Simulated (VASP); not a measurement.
# Ni (Fm-3m) in VASP: a series of runs

The runs below take Ni through single point, with LDA.

All numbers are computed with VASP 6.6.1; they aren't measurements. Logs are shortened: lines on timing, memory, paths and dates and some standing lists are left out, and cuts for length are marked.

### 1 The cell of the first run

It takes space group Fm-3m (No. 225, cubic). The conventional cell has a = 3.421 Å, b = 3.421 Å, c = 3.421 Å, α = 90.00°, β = 90.00°, γ = 90.00°. Ni (site symmetry m-3m) has 12 Ni at 2.42 Å within 3.2 Å.

### 2 Single point, LDA

Input file INCAR:

```
SYSTEM = Ni
ALGO = Normal
EDIFF = 1E-6
ENCUT = 600
GGA = CA
GGA_COMPAT = .FALSE.
ISIF = 2
ISMEAR = -1
LASPH = .TRUE.
LCHARG = .FALSE.
LREAL = .FALSE.
LWAVE = .FALSE.
NBANDS = 11
NELM = 120
PREC = Accurate
SIGMA = 0.1
```

Input file KPOINTS:

```
k-points
0
G
  10 10 10
  0 0 0
```

Input file POSCAR:

```
Ni
1.0
    0.0000000000      1.7104399105      1.7104399105
    1.7104399105      0.0000000000      1.7104399105
    1.7104399105      1.7104399105      0.0000000000
Ni
1
Direct
    0.0000000000      0.0000000000      0.0000000000
```

Potentials or basis: VASP PAW LDA potentials, release 64 (Ni).

On the command line:

```sh
> cat potpaw_LDA.64/Ni/POTCAR > POTCAR
> mpirun -np 1 vasp_std > vasp.out
```

OUTCAR:

```text
SYSTEM = Ni
   EDIFF = 1E-6
   ENCUT = 600
   GGA = CA
   ISIF = 2
   ISMEAR = -1
   LASPH = .TRUE.
   LREAL = .FALSE.
   NELM = 120
   PREC = Accurate

 ion  position               nearest neighbor table
   1  0.000  0.000  0.000-

  LATTYP: Found a face centered cubic cell.
 ALAT       =     3.4208798210

  Lattice vectors:

 A1 = (   0.0000000000,   1.7104399105,   1.7104399105)
 A2 = (   1.7104399105,   0.0000000000,   1.7104399105)
 A3 = (   1.7104399105,   1.7104399105,   0.0000000000)

Analysis of symmetry for initial positions (statically):
=====================================================================
 Subroutine PRICEL returns:
 Original cell was already a primitive cell.

 Routine SETGRP: Setting up the symmetry group for a
 face centered cubic supercell.

 Subroutine GETGRP returns: Found 48 space group operations
 (whereof 48 operations were pure point group operations)
 out of a pool of 48 trial point group operations.

The static configuration has the point symmetry O_h .

Analysis of symmetry for dynamics (positions and initial velocities):
=====================================================================
 Subroutine PRICEL returns:
 Original cell was already a primitive cell.

 Routine SETGRP: Setting up the symmetry group for a
 face centered cubic supercell.

 Subroutine GETGRP returns: Found 48 space group operations
 (whereof 48 operations were pure point group operations)
 out of a pool of 48 trial point group operations.

The dynamic configuration has the point symmetry O_h .

 Subroutine INISYM returns: Found 48 space group operations
 (whereof 48 operations are pure point group operations),
 and found     1 'primitive' translations

----------------------------------------------------------------------------------------

                                     Primitive cell

  volume of cell :      10.0081

  direct lattice vectors                    reciprocal lattice vectors
     0.000000000  1.710439911  1.710439911    -0.292322459  0.292322459  0.292322459
     1.710439911  0.000000000  1.710439911     0.292322459 -0.292322459  0.292322459
     1.710439911  1.710439911  0.000000000     0.292322459  0.292322459 -0.292322459

  length of vectors
     2.418927319  2.418927319  2.418927319     0.506317351  0.506317351  0.506317351

  position of ions in fractional coordinates (direct lattice)
     0.000000000  0.000000000  0.000000000

  ion indices of the primitive-cell ions
   primitive index   ion index
                 1           1

----------------------------------------------------------------------------------------

 KPOINTS: k-points

Automatic generation of k-mesh.
 Grid dimensions read from file:
 generate k-points for:   10   10   10

 Generating k-lattice:

  Cartesian coordinates                     Fractional coordinates (reciprocal lattice)
    -0.029232246  0.029232246  0.029232246     0.100000000  0.000000000  0.000000000
     0.029232246 -0.029232246  0.029232246     0.000000000  0.100000000  0.000000000
     0.029232246  0.029232246 -0.029232246     0.000000000  0.000000000  0.100000000

  Length of vectors
     0.050631735  0.050631735  0.050631735

  Shift w.r.t. Gamma in fractional coordinates (k-lattice)
     0.000000000  0.000000000  0.000000000

 Subroutine IBZKPT returns following result:
 ===========================================

 Found     47 irreducible k-points:

 Following reciprocal coordinates:
            Coordinates               Weight
  0.000000  0.000000  0.000000      1.000000
  0.100000  0.000000  0.000000      8.000000
  0.200000  0.000000  0.000000      8.000000
  0.300000  0.000000  0.000000      8.000000
  0.400000  0.000000  0.000000      8.000000
  0.500000  0.000000  0.000000      4.000000
[... 16 lines left out ...]
  0.300000  0.300000  0.000000      6.000000
  0.400000  0.300000  0.000000     24.000000
 [... further k-points ...]
   k-points           NKPTS =     47   k-points in BZ     NKDIM =     47   number of bands    NBANDS=     11
   number of dos      NEDOS =    301   number of ions     NIONS =      1
   total plane-waves  NPLWV =   8000
   dimension x,y,z NGX =    20 NGY =   20 NGZ =   20
   dimension x,y,z NGXF=    40 NGYF=   40 NGZF=   40
   ions per type =               1
   NGX,Y,Z   is equivalent  to a cutoff of  13.75, 13.75, 13.75 a.u.
   NGXF,Y,Z  is equivalent  to a cutoff of  27.49, 27.49, 27.49 a.u.
 SYSTEM =  Ni
   PREC   = accura    normal or accurate (medium, high low for compatibility)
   ISTART =      0    job   : 0-new  1-cont  2-samecut
   ICHARG =      2    charge: 1-file 2-atom 10-const
   ISPIN  =      1    spin polarized calculation?
   LNONCOLLINEAR =      F non collinear calculations
   LSORBIT =      F    spin-orbit coupling
   LASPH  =      T    aspherical Exc in radial PAW
   ENCUT  =  600.0 eV  44.10 Ry    6.64 a.u.   4.83  4.83  4.83*2*pi/ulx,y,z
   NELM   =    120;   NELMIN=  2; NELMDL= -5     # of ELM steps
   EDIFF  = 0.1E-05   stopping-criterion for ELM
   LREAL  =      F    real-space projection
   EDIFFG = 0.1E-04   stopping-criterion for IOM
   NSW    =      0    number of steps for IOM
   IBRION =     -1    ionic relax: 0-MD 1-quasi-New 2-CG
   NFREE  =      0    steps in history (QN), initial steepest desc. (CG)
   ISIF   =      2    stress and relaxation
   ISYM   =      2    0-nonsym 1-usesym 2-fastsym
   POTIM  = 0.5000    time-step for ionic-motion
   TEBEG  =    0.0;   TEEND  =   0.0 temperature during run
   PSTRESS=    0.0 pullay stress
   NELECT =      10.0000    total number of electrons
   NUPDOWN=      -1.0000    fix difference up-down
   EMIN   =  10.00;   EMAX   =-10.00  energy-range for DOS
   EFERMI =   0.00;   METHOD = LEGACY
   ISMEAR =    -1;   SIGMA  =   0.10  broadening in eV -4-tet -1-fermi 0-gaus
   EFERMI_NEDOS =   21; number of points for ismear=-14 and -15
   IALGO  =     38    algorithm
   IMIX   =      4    mixing-type and parameters
     AMIX     =   0.40;   BMIX     =  1.00
     AMIX_MAG =   1.60;   BMIX_MAG =  1.00
  volume/ion in A,a.u.               =      10.01        67.54
  Fermi-wavevector in a.u.,A,eV,Ry     =   1.636655  3.092829 36.445082  2.678638
  Thomas-Fermi vector in A             =   2.727925
   LORBIT       =      0    0 simple, 1 ext, 2 COOP (PROOUT), +10 PAW based schemes
   GGA     = CA    functional components
   LHFCALC =     F    Hartree Fock is set to
   AEXX    =    0.0000 exact exchange contribution
   IVDW    =     0    specifies the selected vdW correction
   LEPSILON=     F    determine dielectric tensor
   LRPA    =     F    only Hartree local field effects (RPA)
 non-spin polarized calculation
  energy-cutoff  :      600.00
  volume of cell :       10.01
 maximum number of plane-waves:       343
   NGX =  9   NGY =  9   NGZ =  9

 number of electron      10.0000000 magnetization

 number of electron       9.9999994 magnetization

 Free energy of the ion-electron system (eV)
  ---------------------------------------------------
  ext. energy  EPLUGINS =         0.00000000
  ---------------------------------------------------
  free energy    TOTEN  =        -6.58804410 eV

  energy without entropy =       -6.50911721  energy(sigma->0) =       -6.54858065

 E-fermi :  10.1801     XC(G=0): -14.1133

 val. band max:       10.1744767787   @ k =   0.5000   0.2000   0.0000
 cond. band min:      10.1953315446   @ k =  -0.3000   0.4000   0.2000
 fundamental gap:      0.0208547658
 Fermi energy:        10.1800517149

 k-point     1 :       0.0000    0.0000    0.0000
  band No.  band energies     occupation
      1       0.7144      2.00000
      2       8.0248      2.00000
      3       8.0248      2.00000
      4       8.0248      2.00000
      5       9.3008      1.99970
      6       9.3008      1.99970
      7      34.7404      0.00000
      8      39.1947      0.00000
      9      39.1947      0.00000
     10      39.1947      0.00000
     11      42.5377      0.00000

 k-point     2 :       0.1000    0.0000    0.0000
  band No.  band energies     occupation
      1       1.1282      2.00000
      2       7.9072      2.00000
      3       8.1193      2.00000
      4       8.1193      2.00000
      5       9.2627      1.99979
      6       9.2627      1.99979
      7      33.2686      0.00000
      8      36.3237      0.00000
      9      38.5230      0.00000
     10      38.5230      0.00000
     11      43.5277      0.00000

 k-point     3 :       0.2000    0.0000    0.0000
  band No.  band energies     occupation
      1       2.2972      2.00000
      2       7.6672      2.00000
      3       8.2639      2.00000
      4       8.2639      2.00000
      5       9.2833      1.99974
      6       9.2833      1.99974
      7      28.2941      0.00000
      8      35.4165      0.00000
      9      37.5713      0.00000
     10      37.5713      0.00000
     11      43.5434      0.00000

 k-point     4 :       0.3000    0.0000    0.0000
  band No.  band energies     occupation
      1       3.8867      2.00000
      2       7.6885      2.00000
      3       8.2023      2.00000
      4       8.2023      2.00000
      5       9.5867      1.99471
      6       9.5867      1.99471
      7      23.2285      0.00000
      8      34.4475      0.00000
      9      36.8917      0.00000
     10      36.8917      0.00000
     11      41.7393      0.00000
[... 239 lines left out ...]
 k-point    22 :      -0.2000    0.2000    0.0000
  band No.  band energies     occupation
      1       4.5117      2.00000
      2       7.2551      2.00000
      3       7.9745      2.00000
      4       8.7632      2.00000
      5       8.8832      2.00000
      6      10.5167      0.06671
      7      25.5325      0.00000
      8      26.4437      0.00000
      9      36.8024      0.00000
     10      37.6763      0.00000
     11      41.4132      0.00000

 k-point    23 :       0.3000    0.3000    0.0000
  band No.  band energies     occupation
      1       4.6408      2.00000
      2       6.6194      2.00000
      3       8.7664      2.00000
      4       9.3643      1.99943
      5       9.3643      1.99943
      6       9.8366      1.93750
      7      28.7455      0.00000
      8      29.0917      0.00000
      9      29.0917      0.00000
     10      31.9062      0.00000
     11      36.5084      0.00000

 k-point    24 :       0.4000    0.3000    0.0000
  band No.  band energies     occupation
      1       5.3376      2.00000
      2       6.4205      2.00000
      3       8.7256      2.00000
      4       9.4683      1.99838
      5      10.0924      1.41230
      6      10.6672      0.01520
      7      25.1192      0.00000
      8      26.3402      0.00000
      9      28.1338      0.00000
     10      32.7836      0.00000
     11      37.6301      0.00000

 [... further k-points ...]
[... 5 lines left out ...]
  --------------------------------------------------------------------------------------
  -------------------------------------------------------------------------------------
  Total       -0.0092864     -0.0092864     -0.0092864     -0.0000000     -0.0000000     -0.0000000
  in kB       -1.4866325     -1.4866325     -1.4866325     -0.0000000     -0.0000000     -0.0000000
  external PRESSURE =      -1.4866325 kB  Pullay stress =       0.0000000 kB

 VOLUME and BASIS-vectors are now :
 -----------------------------------------------------------------------------
  energy-cutoff  :      600.00
  volume of cell :       10.01
      direct lattice vectors                 reciprocal lattice vectors
     0.000000000  1.710439911  1.710439911    -0.292322459  0.292322459  0.292322459
     1.710439911  0.000000000  1.710439911     0.292322459 -0.292322459  0.292322459
     1.710439911  1.710439911  0.000000000     0.292322459  0.292322459 -0.292322459

 POSITION                                       TOTAL-FORCE (eV/Angst)
 -----------------------------------------------------------------------------------
      0.00000      0.00000      0.00000         0.000000      0.000000      0.000000
 -----------------------------------------------------------------------------------
    total drift:                                0.000000     -0.000000     -0.000000

  FREE ENERGIE OF THE ION-ELECTRON SYSTEM (eV)
  ---------------------------------------------------
  free  energy   TOTEN  =        -6.5880440960 eV

  energy  without entropy=       -6.5091172096  energy(sigma->0) =       -6.54858065
```

Wall time 11 s (1 thread of Intel Xeon 8259CL, shared host); peak memory 0.12 GiB.

Results:

* Free energy: -6.5880 eV
* Pressure: -0.1 GPa
* Band gap on the k mesh: zero (band 5 reaches 10.34 eV, above the bottom of band 6 at 9.26 eV)

Caveat: the run has no spin polarisation, though such a crystal can be magnetic. Spin polarisation is off, so any magnetic state and its effect on volume and gap are missing.

### 3 Single point, LDA

Input file INCAR:

```
SYSTEM = Ni
  PREC = Accurate
  ENCUT = 600
  EDIFF = 1E-6
  ISMEAR = -1
  SIGMA = 0.1
  LREAL = .FALSE.
  LASPH = .TRUE.
  NELM = 120
  ALGO = Normal
  ISIF = 2
  LWAVE = .FALSE.
  LCHARG = .TRUE.
  GGA = CA
  LELF = .TRUE.
  LVHAR = .TRUE.
  NBANDS = 11
  GGA_COMPAT = .FALSE.
```

Input file KPOINTS:

```
regular mesh
0
G
  13 13 13
  0 0 0
```

POSCAR is that of step 2.

Potentials or basis: VASP PAW LDA potentials, release 64 (Ni).

On the command line:

```sh
> cat potpaw_LDA.64/Ni/POTCAR > POTCAR
> mpirun -np 1 vasp_std > vasp.out
```

It took 18 s on 1 thread of Intel Xeon 8259CL, shared host; peak memory 0.12 GiB.

The run converged. Its results:

```
Free energy            : -6.5878 eV
Pressure               : 0.0 GPa
Band gap on the k mesh : zero (band 5 reaches 10.30 eV, above the bottom of band 6 at 9.24 eV)
```

Levels at points of the mesh, in eV from the Fermi level:
```
           k point  band 2  band 3  band 4  band 5  band 6  band 7  band 8  band 9
(0.00, 0.00, 0.00)   -2.15   -2.15   -2.15   -0.87   -0.87   24.58   29.03   29.03
```

Caveat: the run has no spin polarisation, though such a crystal can be magnetic. Spin polarisation is off, so any magnetic state and its effect on volume and gap are missing.

### 4 Single point, LDA

Input file INCAR:

```
ALGO = Normal ; EDIFF = 1E-6
ENCUT = 600 ; GGA = CA
GGA_COMPAT = F ; ISIF = 2
ISMEAR = -1 ; LASPH = T
LCHARG = T ; LELF = T
LREAL = F ; LVHAR = T
LWAVE = F ; NBANDS = 11
NELM = 120 ; PREC = Accurate
SIGMA = 0.01
```

Input file KPOINTS:

```
k-points
0
Gamma
  16 16 16
```

POSCAR is that of step 3.

On the command line:

```sh
> cat potpaw_LDA.64/Ni/POTCAR > POTCAR
> mpirun -np 1 vasp_std > vasp.out
```

Run time: 28 s. Hardware: 1 thread of Intel Xeon 8259CL, shared host; peak memory 0.13 GiB.

It converged, with:

* Free energy: -6.5381 eV
* Pressure: -0.8 GPa
* Band gap on the k mesh: zero (band 5 reaches 10.33 eV, above the bottom of band 6 at 9.25 eV)

Levels at points of the mesh, in eV from the Fermi level:
```tsv
k point	band 3	band 4	band 5	band 6	band 7	band 8
(0.00, 0.00, 0.00)	-2.12	-2.12	-0.83	-0.83	24.61	29.06
(0.50, 0.00, 0.00)	-2.16	-0.26	-0.01	-0.01	6.68	23.08
(0.50, 0.50, 0.00)	-0.01	0.19	0.19	2.67	10.34	15.74
```

Caveat: the run has no spin polarisation, though such a crystal can be magnetic. Spin polarisation is off, so any magnetic state and its effect on volume and gap are missing.

### 5 Summary

| k mesh | smearing | gap on the mesh (eV) | pressure (GPa) |
| --- | --- | --- | --- |
| 10 × 10 × 10 | fermi-dirac 0.1 eV | none | -0.1 |
| 13 × 13 × 13 | fermi-dirac 0.1 eV | none | 0.0 |
| 16 × 16 × 16 | fermi-dirac 0.01 eV | none | -0.8 |

Alike in all rows: task single point; level LDA; potentials or basis VASP PAW LDA potentials, release 64 (Ni); no spin polarisation; cell as given; cutoff (eV) 600.

Every run on the cell as given and a fine mesh finds a metal.

Caveats: the run has no spin polarisation, though such a crystal can be magnetic.

Absolute energies hang on the potentials; compare differences alone.
